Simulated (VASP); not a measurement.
SrO, 2 atoms in the cell. It takes space group R-3m (No. 166, trigonal). The conventional cell has a = 3.758 Å, b = 3.758 Å, c = 8.753 Å, α = 90.00°, β = 90.00°, γ = 120.00°. Sr (site symmetry -3m) has 6 O at 2.61 Å within 3.4 Å. Within 3.4 Å of O (site symmetry -3m) lie 6 Sr at 2.61 Å.  This cell differs from its parent crystal: epitaxial 111 strain +3.0%.

```yaml
Program: VASP 6.6.1
Task: single point
Functional: HSE06
Potentials_or_basis: VASP PAW PBE potentials, release 64 (Sr_sv, O)
Cutoff: 520 eV
k_mesh: 6 × 6 × 6
Occupations: gaussian, width 0.01 eV
Spin: no spin polarisation
Dipole_correction: no
Grid_for_exact_exchange_PRECFOCK: Normal
Further_INCAR_settings: ALGO = Normal; EDIFF = 1e-06; NBANDS = 15
Share_of_exact_exchange: 0.25
Screening_parameter: 0.2079 1/Å
```

Potentials or basis: VASP PAW PBE potentials, release 64 (Sr_sv, O).

Run with:

```sh
$ cat potpaw_PBE.64/Sr_sv/POTCAR potpaw_PBE.64/O/POTCAR > POTCAR
$ cp INCAR.step1 INCAR
$ mpirun -np 1 vasp_std > vasp.out
$ cp INCAR.step2 INCAR
$ mpirun -np 1 vasp_std > vasp.out
```

Hardware: 1 thread of Oxide Virtual Turin-like Processor, on a shared host.

**Question.** How long does it take, and how much memory?

**Answer.** Run time: 2.1 h on 1 thread of Oxide Virtual Turin-like Processor (shared host), peak memory 0.25 GiB. Counts: k points 32.
